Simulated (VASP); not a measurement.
Here is a VASP 6.6.1 calculation.

Contents of INCAR:

```
PREC = Accurate
ENCUT = 520
EDIFF = 1E-7
ISMEAR = 0
SIGMA = 0.1
LREAL = F
LASPH = T
NELM = 100
ALGO = Normal
ISIF = 2
LWAVE = F
LCHARG = F
LDIPOL = T
IDIPOL = 3
DIPOL = 0.5 0.5 0.287
GGA = PE
NBANDS = 24
```

KPOINTS

```
regular mesh
0
Gamma
  4 4 1
```

File POSCAR:

```
CaZn2
1.0
    4.1714440534      0.0000000000      0.0000000000
    0.0000000000      4.1714440534      0.0000000000
    0.0000000000      0.0000000000     29.6004754800
Ca Zn
1 2
Direct
    0.0000000000      0.0000000000      0.2871575494
    0.5000000000      0.5000000000      0.3298123662
    0.5000000000      0.5000000000      0.2445027326
```

Potentials or basis: VASP PAW PBE potentials, release 64 (Ca_sv, Zn).

Command:

```console
$ cat potpaw_PBE.64/Ca_sv/POTCAR potpaw_PBE.64/Zn/POTCAR > POTCAR
$ mpirun -np 1 vasp_std > vasp.out
```

What does it give for the band gap on the k mesh?

Zero (band 17 reaches -2.69 eV, above the bottom of band 18 at -3.23 eV).

Predict the largest force.

0.012 eV/Å.

Forces in eV/Å, atoms in the order of the input:
```
Ca   0.000  0.000  0.000
Zn   0.000  0.000  0.012
Zn   0.000  0.000 -0.012
```

Caveat: the k points lie up to 0.38 Å⁻¹ apart.
